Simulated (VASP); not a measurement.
# As (I4_1/amd) in VASP: single point with PBEsol

Aim: the single point of As with PBEsol.

Everything below comes from runs of VASP 6.6.1. Logs are shortened: lines on timing, memory, paths and dates and some standing lists are left out, and cuts for length are marked.

### Step 1. The cell of the first run

The structure is tetragonal, space group I4_1/amd (No. 141). Conventional cell: a = 5.287 Å, b = 5.287 Å, c = 2.775 Å, α = 90.00°, β = 90.00°, γ = 90.00°. As (site symmetry -4m2) has 10 As at 2.73 to 3.36 Å within 3.6 Å.

### Step 2. Single point, PBEsol

Contents of INCAR:

```
SYSTEM = As
PREC = Accurate
ENCUT = 520
EDIFF = 1E-6
ISMEAR = 0
SIGMA = 0.1
LREAL = .False.
LASPH = .True.
NELM = 100
ALGO = Normal
ISIF = 2
LWAVE = .False.
LCHARG = .False.
GGA = PS
NBANDS = 12
```

Contents of KPOINTS:

```
Automatic mesh
0
Gamma
  22 22 22
  0 0 0
```

Contents of POSCAR:

```
As
1.0
   -2.6434504616      2.6434504616      1.3873043204
    2.6434504616     -2.6434504616      1.3873043204
    2.6434504616      2.6434504616     -1.3873043204
As
2
Direct
    0.0000000000      0.0000000000      0.0000000000
    0.7500000000      0.2500000000      0.5000000000
```

Potentials or basis: VASP PAW PBE potentials, release 64 (As).

The run is started by

```sh
$ cat potpaw_PBE.64/As/POTCAR > POTCAR
$ mpirun -np 1 vasp_std > vasp.out
```

OUTCAR:

```text
SYSTEM = As
   PREC = Accurate
   ENCUT = 520
   EDIFF = 1E-6
   ISMEAR = 0
   LREAL = .False.
   LASPH = .True.
   NELM = 100
   ISIF = 2
   GGA = PS

 ion  position               nearest neighbor table
   1  0.000  0.000  0.000-   2 2.73   2 2.73   2 2.73   2 2.73
   2  0.750  0.250  0.500-   1 2.73   1 2.73   1 2.73   1 2.73

  LATTYP: Found a body centered tetragonal cell.
 ALAT       =     5.2869009232
 C/A-ratio  =     0.5248081402

  Lattice vectors:

 A1 = (  -2.6434504616,   2.6434504616,   1.3873043204)
 A2 = (   2.6434504616,  -2.6434504616,   1.3873043204)
 A3 = (   2.6434504616,   2.6434504616,  -1.3873043204)

Analysis of symmetry for initial positions (statically):
=====================================================================
 Subroutine PRICEL returns:
 Original cell was already a primitive cell.

 Routine SETGRP: Setting up the symmetry group for a
 body centered tetragonal supercell.

 Subroutine GETGRP returns: Found 16 space group operations
 (whereof  8 operations were pure point group operations)
 out of a pool of 16 trial point group operations.

The static configuration has the point symmetry D_2d.
 The point group associated with its full space group is D_4h.

Analysis of symmetry for dynamics (positions and initial velocities):
=====================================================================
 Subroutine PRICEL returns:
 Original cell was already a primitive cell.

 Routine SETGRP: Setting up the symmetry group for a
 body centered tetragonal supercell.

 Subroutine GETGRP returns: Found 16 space group operations
 (whereof  8 operations were pure point group operations)
 out of a pool of 16 trial point group operations.

The dynamic configuration has the point symmetry D_2d.
 The point group associated with its full space group is D_4h.

 Subroutine INISYM returns: Found 16 space group operations
 (whereof  8 operations are pure point group operations),
 and found     1 'primitive' translations

----------------------------------------------------------------------------------------

                                     Primitive cell

  volume of cell :      38.7770

  direct lattice vectors                    reciprocal lattice vectors
    -2.643450462  2.643450462  1.387304320     0.000000000  0.189146726  0.360411189
     2.643450462 -2.643450462  1.387304320     0.189146726  0.000000000  0.360411189
     2.643450462  2.643450462 -1.387304320     0.189146726  0.189146726  0.000000000

  length of vectors
     3.987514760  3.987514760  3.987514760     0.407029126  0.407029126  0.267493865
[... 87 lines left out ...]
   ISIF   =      2    stress and relaxation
   ISYM   =      2    0-nonsym 1-usesym 2-fastsym
   POTIM  = 0.5000    time-step for ionic-motion
   TEBEG  =    0.0;   TEEND  =   0.0 temperature during run
   PSTRESS=    0.0 pullay stress
   NELECT =      10.0000    total number of electrons
   NUPDOWN=      -1.0000    fix difference up-down
   EMIN   =  10.00;   EMAX   =-10.00  energy-range for DOS
   EFERMI =   0.00;   METHOD = LEGACY
   ISMEAR =     0;   SIGMA  =   0.10  broadening in eV -4-tet -1-fermi 0-gaus
   EFERMI_NEDOS =   21; number of points for ismear=-14 and -15
   IALGO  =     38    algorithm
   IMIX   =      4    mixing-type and parameters
     AMIX     =   0.40;   BMIX     =  1.00
     AMIX_MAG =   1.60;   BMIX_MAG =  1.00
  volume/ion in A,a.u.               =      19.39       130.84
  Fermi-wavevector in a.u.,A,eV,Ry     =   1.042038  1.969166 14.773788  1.085843
  Thomas-Fermi vector in A             =   2.176685
   LORBIT       =      0    0 simple, 1 ext, 2 COOP (PROOUT), +10 PAW based schemes
   GGA     = PS    functional components
   LHFCALC =     F    Hartree Fock is set to
   AEXX    =    0.0000 exact exchange contribution
   IVDW    =     0    specifies the selected vdW correction
   LEPSILON=     F    determine dielectric tensor
   LRPA    =     F    only Hartree local field effects (RPA)
 non-spin polarized calculation
 Gauss-broadening in eV      SIGMA  =   0.10
  energy-cutoff  :      520.00
  volume of cell :       38.78
 maximum number of plane-waves:      1061
 NGX is ok and might be reduce to    30
   NGX = 15   NGY = 15   NGZ = 15

 number of electron      10.0000000 magnetization

 number of electron       9.9999999 magnetization

 Free energy of the ion-electron system (eV)
  ---------------------------------------------------
  ext. energy  EPLUGINS =         0.00000000
  ---------------------------------------------------
  free energy    TOTEN  =        -9.83818284 eV

  energy without entropy =       -9.83417076  energy(sigma->0) =       -9.83617680

 E-fermi :   6.1826     XC(G=0): -10.6980

 val. band max:        6.1810453468   @ k =   0.1364   0.0909   0.0455
 cond. band min:       6.1845096325   @ k =   0.2727   0.2273   0.0909
 fundamental gap:      0.0034642857
 Fermi energy:         6.1826391532

 k-point     1 :       0.0000    0.0000    0.0000
  band No.  band energies     occupation
      1      -8.9907      2.00000
      2      -2.0654      2.00000
      3       2.0019      2.00000
      4       2.0019      2.00000
      5       8.5919      0.00000
      6      10.4501      0.00000
      7      10.4501      0.00000
      8      11.5696      0.00000
      9      11.7247      0.00000
     10      15.4251      0.00000
     11      16.3767      0.00000
     12      17.8010      0.00000
[... 331 lines left out ...]
 k-point    24 :      -0.4545    0.0455    0.0000
  band No.  band energies     occupation
      1      -5.2306      2.00000
      2      -2.2369      2.00000
      3       1.1615      2.00000
      4       2.9075      2.00000
      5       3.0934      2.00000
      6       7.0241      0.00000
      7       8.0165      0.00000
      8       8.2761      0.00000
      9      13.0619      0.00000
     10      14.8168      0.00000
     11      16.2334      0.00000
     12      16.4620      0.00000

 [... further k-points ...]
[... 5 lines left out ...]
  --------------------------------------------------------------------------------------
  -------------------------------------------------------------------------------------
  Total        0.0626052      0.0626052      0.0738639      0.0000000      0.0000000      0.0000000
  in kB        2.5867054      2.5867054      3.0518887      0.0000000      0.0000000      0.0000000
  external PRESSURE =       2.7417665 kB  Pullay stress =       0.0000000 kB

 VOLUME and BASIS-vectors are now :
 -----------------------------------------------------------------------------
  energy-cutoff  :      520.00
  volume of cell :       38.78
      direct lattice vectors                 reciprocal lattice vectors
    -2.643450462  2.643450462  1.387304320     0.000000000  0.189146726  0.360411189
     2.643450462 -2.643450462  1.387304320     0.189146726  0.000000000  0.360411189
     2.643450462  2.643450462 -1.387304320     0.189146726  0.189146726  0.000000000

 POSITION                                       TOTAL-FORCE (eV/Angst)
 -----------------------------------------------------------------------------------
      0.00000      0.00000      0.00000         0.000000      0.000000      0.000000
      0.00000      2.64345      0.69365        -0.000000     -0.000000     -0.000000
 -----------------------------------------------------------------------------------
    total drift:                                0.000000     -0.000000      0.000000

  FREE ENERGIE OF THE ION-ELECTRON SYSTEM (eV)
  ---------------------------------------------------
  free  energy   TOTEN  =        -9.8381828413 eV

  energy  without entropy=       -9.8341707581  energy(sigma->0) =       -9.83617680
```

stdout:

```text
POSCAR found type information on POSCAR As
 POSCAR found :  1 types and       2 ions
 scaLAPACK will be used
 -----------------------------------------------------------------------------
|                                                                             |
|                                                                             |
|     You enforced a specific xc type in the INCAR file but a different       |
|     I HOPE YOU KNOW WHAT YOU ARE DOING!                                     |
|                                                                             |
 -----------------------------------------------------------------------------

 LDA part: xc-table for (Slater+PW92), standard interpolation
 POSCAR, INCAR and KPOINTS ok, starting setup
 FFT: planning ... GRIDC
 FFT: planning ... GRID_SOFT
 FFT: planning ... GRID
 WAVECAR not read
 entering main loop
```

Wall time 4.8 min (1 thread of Intel Xeon 8259CL, shared host); peak memory 0.44 GiB.

What came out:

```yaml
Free_energy: -9.8382 eV
Pressure: 0.3 GPa
Band_gap_on_the_k_mesh: zero (bands 5 and 6 overlap by 7.12 eV)
```

Caveat: the PAW data sets were made with another functional, which shifts forces and pressure a little.
